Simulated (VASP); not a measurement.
A run of VASP 6.6.1:

Contents of INCAR:

```
SYSTEM = Al
ALGO = Fast
EDIFF = 1E-6
ENCUT = 520
GGA = PE
ISIF = 2
ISMEAR = 0
LASPH = .True.
LCHARG = .False.
LREAL = .False.
LWAVE = .False.
NBANDS = 10
NELM = 80
PREC = Accurate
SIGMA = 0.15
```

File KPOINTS:

```
k-points
0
Gamma
  20 20 12
  0 0 0
```

POSCAR

```
Al
1.0
   -1.6175102401      1.6175102401      1.6175102401
    1.6175102401     -1.6175102401      1.6175102401
    3.2350204801      3.2350204801      0.0000000000
Al
2
Direct
    0.0298416552     -0.0678630528      0.0000000000
    0.4701583448      0.5678630528      0.5000000000
```

Potentials or basis: VASP PAW PBE potentials, release 64 (Al).

Command:

```sh
$ cat potpaw_PBE.64/Al/POTCAR > POTCAR
$ mpirun -np 1 vasp_std > vasp.out
```

Hardware: 1 thread of Intel(R) Xeon(R) 6975P-C (Granite Rapids), with other jobs on the host.

**Question.** How long does it take, and how much memory?

**Answer.** Run time: 90 s on 1 thread of Intel(R) Xeon(R) 6975P-C (Granite Rapids), with other jobs on the host, peak memory 0.46 GiB. Counts: scf iterations 10, k points 1414.
